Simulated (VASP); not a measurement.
# H2CI2 (Fmm2) in VASP: further runs, part 2 of 2

VASP 6.6.1.

**3. Single point, PBE (volume scaled by 1.03, then relaxed in part)**

INCAR

```
SYSTEM = H2CI2
  ALGO = Normal
  EDIFF = 1E-6
  ENCUT = 520
  GGA = PE
  ISIF = 2
  ISMEAR = 0
  LASPH = .TRUE.
  LCHARG = .FALSE.
  LREAL = .FALSE.
  LWAVE = .FALSE.
  NBANDS = 18
  NELM = 60
  PREC = Accurate
  SIGMA = 0.02
```

KPOINTS

```
k-points
0
G
  6 6 6
  0 0 0
```

POSCAR

```
H2CI2
1.0
    0.0000000000      6.5583593968      2.5759867625
    4.2046208031      0.0000000000      2.5759867625
    4.2046208031      6.5583593968      0.0000000000
H C I
2 1 2
Direct
    0.7731808565      0.9885362235      0.2268191435
    0.9885362235      0.7731808565      0.0114637765
    0.9989331510      0.9989331510      0.0010668490
    0.3651838951      0.0901858741      0.9098141259
    0.0901858741      0.3651838951      0.6348161049
```

Potentials or basis: VASP PAW PBE potentials, release 64 (H, C, I).

Launch:

```console
cat potpaw_PBE.64/H/POTCAR potpaw_PBE.64/C/POTCAR potpaw_PBE.64/I/POTCAR > POTCAR
mpirun -np 1 vasp_std > vasp.out
```

OUTCAR:

```text
SYSTEM = H2CI2
   EDIFF = 1E-6
   ENCUT = 520
   GGA = PE
   ISIF = 2
   ISMEAR = 0
   LASPH = .TRUE.
   LREAL = .FALSE.
   NELM = 60
   PREC = Accurate

 ion  position               nearest neighbor table
   1  0.773  0.989  0.227-   3 1.09
   2  0.989  0.773  0.011-   3 1.09
   3  0.999  0.999  0.001-   1 1.09   2 1.09   4 2.15   5 2.15
   4  0.365  0.090  0.910-   3 2.15
   5  0.090  0.365  0.635-   3 2.15

  LATTYP: Found a face centered orthorhombic cell.
 ALAT       =     5.1519735250
 B/A-ratio  =     1.6322369603
 C/A-ratio  =     2.5459600539

  Lattice vectors:

 A1 = (   4.2046208031,   6.5583593968,   0.0000000000)
 A2 = (   0.0000000000,   6.5583593968,   2.5759867625)
 A3 = (   4.2046208031,   0.0000000000,   2.5759867625)

Analysis of symmetry for initial positions (statically):
=====================================================================
 Subroutine PRICEL returns:
 Original cell was already a primitive cell.

 Routine SETGRP: Setting up the symmetry group for a
 face centered orthorhombic supercell.

 Subroutine GETGRP returns: Found  4 space group operations
 (whereof  4 operations were pure point group operations)
 out of a pool of  8 trial point group operations.

The static configuration has the point symmetry C_2v.

Analysis of symmetry for dynamics (positions and initial velocities):
=====================================================================
 Subroutine PRICEL returns:
 Original cell was already a primitive cell.

 Routine SETGRP: Setting up the symmetry group for a
 face centered orthorhombic supercell.

 Subroutine GETGRP returns: Found  4 space group operations
 (whereof  4 operations were pure point group operations)
 out of a pool of  8 trial point group operations.

The dynamic configuration has the point symmetry C_2v.

 Subroutine INISYM returns: Found  4 space group operations
 (whereof  4 operations are pure point group operations),
 and found     1 'primitive' translations

----------------------------------------------------------------------------------------

                                     Primitive cell

  volume of cell :     142.0678

  direct lattice vectors                    reciprocal lattice vectors
     0.000000000  6.558359397  2.575986762    -0.118916788  0.076238579  0.194100376
     4.204620803  0.000000000  2.575986762     0.118916788 -0.076238579  0.194100376
     4.204620803  6.558359397  0.000000000     0.118916788  0.076238579 -0.194100376

  length of vectors
     7.046118490  4.930977986  7.790437348     0.240059325  0.240059325  0.240059325

  position of ions in fractional coordinates (direct lattice)
     0.773180856  0.988536223  0.226819144
     0.988536223  0.773180856  0.011463777
     0.998933151  0.998933151  0.001066849
     0.365183895  0.090185874  0.909814126
     0.090185874  0.365183895  0.634816105

  ion indices of the primitive-cell ions
   primitive index   ion index
                 1           1
                 2           2
                 3           3
                 4           4
                 5           5

[... 28 lines left out ...]
  0.000000  0.000000  0.000000      1.000000
  0.166667  0.000000 -0.000000      8.000000
  0.333333  0.000000 -0.000000      8.000000
  0.500000  0.000000 -0.000000      4.000000
  0.166667  0.166667  0.000000      2.000000
  0.333333  0.166667 -0.000000      8.000000
[... 16 lines left out ...]
 -0.166667  0.166667  0.166667      8.000000
  0.500000  0.333333  0.166667      4.000000
 [... further k-points ...]
   k-points           NKPTS =     46   k-points in BZ     NKDIM =     46   number of bands    NBANDS=     18
   number of dos      NEDOS =    301   number of ions     NIONS =      5
   total plane-waves  NPLWV = 129600
   dimension x,y,z NGX =    54 NGY =   40 NGZ =   60
   dimension x,y,z NGXF=   108 NGYF=   80 NGZF=  120
   ions per type =               2   1   2
   NGX,Y,Z   is equivalent  to a cutoff of  12.74, 13.49, 12.80 a.u.
   NGXF,Y,Z  is equivalent  to a cutoff of  25.48, 26.97, 25.61 a.u.
 SYSTEM =  H2CI2
   PREC   = accura    normal or accurate (medium, high low for compatibility)
   ISTART =      0    job   : 0-new  1-cont  2-samecut
   ICHARG =      2    charge: 1-file 2-atom 10-const
   ISPIN  =      1    spin polarized calculation?
   LNONCOLLINEAR =      F non collinear calculations
   LSORBIT =      F    spin-orbit coupling
   LASPH  =      T    aspherical Exc in radial PAW
   ENCUT  =  520.0 eV  38.22 Ry    6.18 a.u.  13.10  9.17 14.49*2*pi/ulx,y,z
   NELM   =     60;   NELMIN=  2; NELMDL= -5     # of ELM steps
   EDIFF  = 0.1E-05   stopping-criterion for ELM
   LREAL  =      F    real-space projection
   EDIFFG = 0.1E-04   stopping-criterion for IOM
   NSW    =      0    number of steps for IOM
   IBRION =     -1    ionic relax: 0-MD 1-quasi-New 2-CG
   NFREE  =      0    steps in history (QN), initial steepest desc. (CG)
   ISIF   =      2    stress and relaxation
   ISYM   =      2    0-nonsym 1-usesym 2-fastsym
   POTIM  = 0.5000    time-step for ionic-motion
   TEBEG  =    0.0;   TEEND  =   0.0 temperature during run
   PSTRESS=    0.0 pullay stress
   NELECT =      20.0000    total number of electrons
   NUPDOWN=      -1.0000    fix difference up-down
   EMIN   =  10.00;   EMAX   =-10.00  energy-range for DOS
   EFERMI =   0.00;   METHOD = LEGACY
   ISMEAR =     0;   SIGMA  =   0.02  broadening in eV -4-tet -1-fermi 0-gaus
   EFERMI_NEDOS =   21; number of points for ismear=-14 and -15
   IALGO  =     38    algorithm
   IMIX   =      4    mixing-type and parameters
     AMIX     =   0.40;   BMIX     =  1.00
     AMIX_MAG =   1.60;   BMIX_MAG =  1.00
  volume/ion in A,a.u.               =      28.41       191.74
  Fermi-wavevector in a.u.,A,eV,Ry     =   0.851634  1.609355  9.868038  0.725280
  Thomas-Fermi vector in A             =   1.967797
   LORBIT       =      0    0 simple, 1 ext, 2 COOP (PROOUT), +10 PAW based schemes
   GGA     = PE    functional components
   LHFCALC =     F    Hartree Fock is set to
   AEXX    =    0.0000 exact exchange contribution
   IVDW    =     0    specifies the selected vdW correction
   LEPSILON=     F    determine dielectric tensor
   LRPA    =     F    only Hartree local field effects (RPA)
 non-spin polarized calculation
 Gauss-broadening in eV      SIGMA  =   0.02
  energy-cutoff  :      520.00
  volume of cell :      142.07
 maximum number of plane-waves:      3856
 NGX is ok and might be reduce to    54
   NGX = 27   NGY = 19   NGZ = 29

 number of electron      20.0000000 magnetization

 Free energy of the ion-electron system (eV)
  ---------------------------------------------------
  ext. energy  EPLUGINS =         0.00000000
  ---------------------------------------------------
  free energy    TOTEN  =       -18.66663200 eV

  energy without entropy =      -18.66663200  energy(sigma->0) =      -18.66663200

 E-fermi :  -0.3588     XC(G=0):  -6.8044

 val. band max:       -0.4456895482   @ k =   0.0000   0.0000   0.0000
 cond. band min:       2.5361428399   @ k =   0.5000   0.0000   0.5000
 fundamental gap:      2.9818323881
 Fermi energy:        -0.3587902013

 k-point     1 :       0.0000    0.0000    0.0000
  band No.  band energies     occupation
      1     -13.8756      2.00000
      2     -11.6744      2.00000
      3     -10.0254      2.00000
      4      -5.5646      2.00000
      5      -4.4923      2.00000
      6      -3.4945      2.00000
[... 481 lines left out ...]
      5      -4.2858      2.00000
      6      -3.7435      2.00000
[... 10 lines left out ...]
     17       8.9238      0.00000
     18       9.0288      0.00000

 [... further k-points ...]

------------------------ aborting loop because EDIFF is reached ----------------------------------------

  FORCE on cell =-STRESS in cart. coord.  units (eV):
  Direction    XX          YY          ZZ          XY          YZ          ZX
  --------------------------------------------------------------------------------------
  -------------------------------------------------------------------------------------
  Total       -0.0367046     -0.1076261     -0.0754763      0.0000000      0.0000000      0.0000000
  in kB       -0.4139382     -1.2137597     -0.8511877      0.0000000      0.0000000      0.0000000
  external PRESSURE =      -0.8262952 kB  Pullay stress =       0.0000000 kB

 VOLUME and BASIS-vectors are now :
 -----------------------------------------------------------------------------
  energy-cutoff  :      520.00
  volume of cell :      142.07
      direct lattice vectors                 reciprocal lattice vectors
     0.000000000  6.558359397  2.575986762    -0.118916788  0.076238579  0.194100376
     4.204620803  0.000000000  2.575986762     0.118916788 -0.076238579  0.194100376
     4.204620803  6.558359397  0.000000000     0.118916788  0.076238579 -0.194100376

 POSITION                                       TOTAL-FORCE (eV/Angst)
 -----------------------------------------------------------------------------------
      5.11011      6.55836      4.53816         0.015939      0.000000     -0.011255
      3.29913      6.55836      4.53816        -0.015939      0.000000     -0.011255
      4.20462      6.55836      5.14648        -0.000000      0.000000      0.030784
      4.20462      8.36190      1.17303        -0.000000     -0.008094     -0.004137
      4.20462      4.75482      1.17303        -0.000000      0.008094     -0.004137
 -----------------------------------------------------------------------------------
    total drift:                                0.000001     -0.000001      0.000392

  FREE ENERGIE OF THE ION-ELECTRON SYSTEM (eV)
  ---------------------------------------------------
  free  energy   TOTEN  =       -18.6666320021 eV

  energy  without entropy=      -18.6666320021  energy(sigma->0) =      -18.66663200
```

It took 2.1 min on 1 thread of AMD EPYC 9R45 (Zen 5), shared host; peak memory 0.36 GiB.

Results:

| Property | Result |
| --- | --- |
| Free energy | -18.6666 eV |
| Pressure | -0.1 GPa |
| Largest force | 0.031 eV/Å |
| Band gap on the k mesh | 2.98 eV, indirect (least direct gap 3.07 eV) |

Forces in eV/Å, atoms in the order of the input:
```
H    0.016  0.000 -0.011
H   -0.016  0.000 -0.011
C    0.000  0.000  0.031
I    0.000 -0.008 -0.004
I    0.000  0.008 -0.004
```

Caveat: spin-orbit coupling is left out, which moves the levels of the heavy elements. A k mesh can miss the band edges.

**4. Single point, PBE (volume scaled by 1.06, then relaxed in part)**

INCAR

```
ALGO = Normal
EDIFF = 1E-6
ENCUT = 520
GGA = PE
ISIF = 2
ISMEAR = 0
LASPH = True
LCHARG = False
LREAL = False
LWAVE = False
NBANDS = 18
NELM = 60
PREC = Accurate
SIGMA = 0.02
```

KPOINTS

```
k-points
0
Gamma
  6 6 6
```

POSCAR

```
H2CI2
1.0
    0.0000000000      6.5634745886      2.5965471151
    4.2894765598      0.0000000000      2.5965471151
    4.2894765598      6.5634745886      0.0000000000
H C I
2 1 2
Direct
    0.7766310626      0.9876848298      0.2233689374
    0.9876848298      0.7766310626      0.0123151702
    0.9992945838      0.9992945838      0.0007054162
    0.3636145333      0.0887949908      0.9112050092
    0.0887949908      0.3636145333      0.6363854667
```

Potentials or basis: VASP PAW PBE potentials, release 64 (H, C, I).

Launch:

```console
cat potpaw_PBE.64/H/POTCAR potpaw_PBE.64/C/POTCAR potpaw_PBE.64/I/POTCAR > POTCAR
mpirun -np 1 vasp_std > vasp.out
```

OUTCAR:

```text
EDIFF = 1E-6
   ENCUT = 520
   GGA = PE
   ISIF = 2
   ISMEAR = 0
   LASPH = True
   LREAL = False
   NELM = 60
   PREC = Accurate

 ion  position               nearest neighbor table
   1  0.777  0.988  0.223-   3 1.09
   2  0.988  0.777  0.012-   3 1.09
   3  0.999  0.999  0.001-   1 1.09   2 1.09   4 2.15   5 2.15
   4  0.364  0.089  0.911-   3 2.15
   5  0.089  0.364  0.636-   3 2.15

  LATTYP: Found a face centered orthorhombic cell.
[... 708 lines left out ...]
  --------------------------------------------------------------------------------------
  -------------------------------------------------------------------------------------
  Total       -0.0648250     -0.1296482     -0.1198498      0.0000000      0.0000000      0.0000000
  in kB       -0.7103769     -1.4207338     -1.3133591      0.0000000      0.0000000      0.0000000
  external PRESSURE =      -1.1481566 kB  Pullay stress =       0.0000000 kB

 VOLUME and BASIS-vectors are now :
 -----------------------------------------------------------------------------
  energy-cutoff  :      520.00
  volume of cell :      146.21
      direct lattice vectors                 reciprocal lattice vectors
     0.000000000  6.563474589  2.596547115    -0.116564339  0.076179163  0.192563423
     4.289476560  0.000000000  2.596547115     0.116564339 -0.076179163  0.192563423
     4.289476560  6.563474589  0.000000000     0.116564339  0.076179163 -0.192563423

 POSITION                                       TOTAL-FORCE (eV/Angst)
 -----------------------------------------------------------------------------------
      5.19479      6.56347      4.58113         0.017290      0.000000     -0.012192
      3.38417      6.56347      4.58113        -0.017290      0.000000     -0.012192
      4.28948      6.56347      5.18943         0.000000      0.000000      0.036617
      4.28948      8.36725      1.17470         0.000000     -0.006836     -0.006116
      4.28948      4.75970      1.17470         0.000000      0.006836     -0.006116
 -----------------------------------------------------------------------------------
    total drift:                                0.000000     -0.000001      0.000361

  FREE ENERGIE OF THE ION-ELECTRON SYSTEM (eV)
  ---------------------------------------------------
  free  energy   TOTEN  =       -18.6651867074 eV

  energy  without entropy=      -18.6651867074  energy(sigma->0) =      -18.66518671
```

stdout:

```text
POSCAR found type information on POSCAR H C I
 POSCAR found :  3 types and       5 ions
 scaLAPACK will be used
 LDA part: xc-table for (Slater+PW92), standard interpolation
 POSCAR, INCAR and KPOINTS ok, starting setup
 FFT: planning ... GRIDC
 FFT: planning ... GRID_SOFT
 FFT: planning ... GRID
 WAVECAR not read
 entering main loop
```

Wall time 2.1 min (1 thread of AMD EPYC 9R45 (Zen 5), shared host); peak memory 0.36 GiB.

What came out:

* Free energy: -18.6652 eV
* Pressure: -0.1 GPa
* Largest force: 0.037 eV/Å
* Band gap on the k mesh: 3.00 eV, indirect (least direct gap 3.09 eV)

Forces on the atoms (eV/Å):
```
H    0.017  0.000 -0.012
H   -0.017  0.000 -0.012
C    0.000  0.000  0.037
I    0.000 -0.007 -0.006
I    0.000  0.007 -0.006
```

Caveat: spin-orbit coupling is left out, which moves the levels of the heavy elements. A k mesh can miss the band edges.

**5. The runs side by side**

```csv
cell,gap on the mesh (eV),pressure (GPa),largest force (eV/Å)
"a = 7.030, b = 4.840, c = 7.723 Å, angles 63.2, 37.9, 78.8°, 5 atoms",2.96,0.0,0.03
"a = 7.046, b = 4.931, c = 7.790 Å, angles 62.6, 38.4, 79.0°, 5 atoms",2.98,-0.1,0.03
"a = 7.058, b = 5.014, c = 7.841 Å, angles 62.1, 38.9, 79.0°, 5 atoms",3.00,-0.1,0.04
```

Alike in all rows: task single point; level PBE; potentials or basis VASP PAW PBE potentials, release 64 (H, C, I); no spin polarisation; k mesh 6 × 6 × 6; cutoff (eV) 520; smearing gaussian 0.02 eV.

Caveats: spin-orbit coupling is left out, which moves the levels of the heavy elements.

Total energies depend on the potentials used, so only differences within one code and one set of settings carry meaning.
